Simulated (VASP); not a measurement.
The system is BeTe.

```xyz
2
Lattice="0.0000 2.7883 2.7883 2.7883 0.0000 2.7883 2.7883 2.7883 0.0000" Properties=species:S:1:pos:R:3 pbc="T T T"
Te    4.1825    4.1825    4.1825
Be    0.0000    0.0000    0.0000
```

This cell differs from its parent crystal: volume scaled by 1.02.

Base run:

| Item | Value |
| --- | --- |
| Program | VASP 6.6.1 |
| Functional | PBEsol |
| Potentials or basis | VASP PAW PBE potentials, release 64 (Te, Be) |
| Cutoff | 520 eV |
| k mesh | 8 × 8 × 8 |
| Occupations | fermi-dirac, width 0.05 eV |
| Spin | no spin polarisation |

Its results: band gap on the k mesh 1.78 eV, indirect (least direct gap 3.57 eV); pressure 1.2 GPa.

Q: After a change of settings the same cell gave: band gap on the k mesh 2.26 eV, indirect (least direct gap 3.98 eV); pressure 3.0 GPa. Which change was it?
A. functional from PBEsol to r2SCAN
B. dispersion from none to D3(BJ)
C. functional from PBEsol to LDA; potentials or basis from VASP PAW PBE potentials, release 64 (Te, Be) to VASP PAW LDA potentials, release 64 (Te, Be)
D. functional from PBEsol to PBE exchange alone; further incar settings from ALGO = Normal; EDIFF = 1e-06; NBANDS = 11 to ALGO = Normal; EDIFF = 1e-07; NBANDS = 11

A: A.

r2SCAN gives the wider gap, since meta-GGAs in the generalised Kohn-Sham scheme recover part of the derivative discontinuity.

Caveats: the PAW data sets were made with another functional, which shifts forces and pressure a little; spin-orbit coupling is left out, which moves the levels of the heavy elements.
